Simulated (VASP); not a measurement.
Set up this calculation in VASP 6.6.1, as the native input.

```yaml
Task: single point
Functional: PBE-based global hybrid with 50 % exact exchange
Potentials_or_basis: VASP PAW PBE potentials, release 64 (K_sv, Cl)
Cutoff: 520 eV
k_mesh: 4 × 4 × 4
Occupations: fermi-dirac, width 0.05 eV
Spin: no spin polarisation
Dipole_correction: no
Grid_for_exact_exchange_PRECFOCK: Normal
Share_of_exact_exchange: 0.5
Further_INCAR_settings: ALGO = Normal; EDIFF = 1e-07; NBANDS = 15
```

Crystal: KCl.

```xyz
2
Lattice="0.0000 3.1465 3.1465 3.1465 0.0000 3.1465 3.1465 3.1465 0.0000" Properties=species:S:1:pos:R:3 pbc="T T T"
K     0.0000    0.0000    0.0000
Cl    3.1465    3.1465    3.1465
```

These files were run (other wordings do the same):

POSCAR

```
KCl
1.0
    0.0000000000      3.1464700000      3.1464700000
    3.1464700000      0.0000000000      3.1464700000
    3.1464700000      3.1464700000      0.0000000000
K Cl
1 1
Direct
    0.0000000000      0.0000000000      0.0000000000
    0.5000000000      0.5000000000      0.5000000000
```

INCAR.step1

```
SYSTEM = KCl
PREC     = Accurate       ! precision mode
ENCUT    = 520            ! plane-wave cutoff, eV
EDIFF    = 1E-5           ! SCF threshold, eV
ISMEAR   = -1             ! smearing method
SIGMA    = 0.05           ! smearing width, eV
LREAL    = .False.        ! projectors in reciprocal space
LASPH    = .True.         ! aspherical terms in the spheres
NELM     = 60             ! most SCF steps
ALGO     = Normal         ! electronic algorithm
ISIF     = 2              ! what is computed and relaxed
LWAVE    = .True.         ! write WAVECAR
LCHARG   = .False.        ! write CHGCAR
GGA      = PE             ! functional
NBANDS   = 15             ! bands
```

INCAR.step2

```
SYSTEM = KCl
PREC     = Accurate       ! precision mode
ENCUT    = 520            ! plane-wave cutoff, eV
EDIFF    = 1E-7           ! SCF threshold, eV
ISMEAR   = -1             ! smearing method
SIGMA    = 0.05           ! smearing width, eV
LREAL    = .False.        ! projectors in reciprocal space
LASPH    = .True.         ! aspherical terms in the spheres
NELM     = 60             ! most SCF steps
ALGO     = Normal         ! electronic algorithm
ISIF     = 2              ! what is computed and relaxed
LWAVE    = .False.        ! write WAVECAR
LCHARG   = .False.        ! write CHGCAR
GGA      = PE             ! functional
LHFCALC  = .True.         ! exact exchange
AEXX     = 0.5            ! exact-exchange fraction
PRECFOCK = Normal       
ISTART   = 1            
NBANDS   = 15             ! bands
```

KPOINTS

```
regular mesh
0
Gamma
  4 4 4
  0 0 0
```

Potentials or basis: VASP PAW PBE potentials, release 64 (K_sv, Cl).

Run with:

```sh
$ cat potpaw_PBE.64/K_sv/POTCAR potpaw_PBE.64/Cl/POTCAR > POTCAR
$ cp INCAR.step1 INCAR
$ mpirun -np 1 vasp_std > vasp.out
$ cp INCAR.step2 INCAR
$ mpirun -np 1 vasp_std > vasp.out
```

It gave:

```
Pressure               : 0.0 GPa
Band gap on the k mesh : 9.36 eV
```

Caveat: the k points lie up to 0.43 Å⁻¹ apart; the PAW data sets were made with another functional, which shifts forces and pressure a little.

Wall time 11 min on 1 thread of Intel(R) Xeon(R) Platinum 8259CL CPU @ 2.50GHz (Skylake/Cascade Lake), with other jobs on the host, peak memory 0.21 GiB.
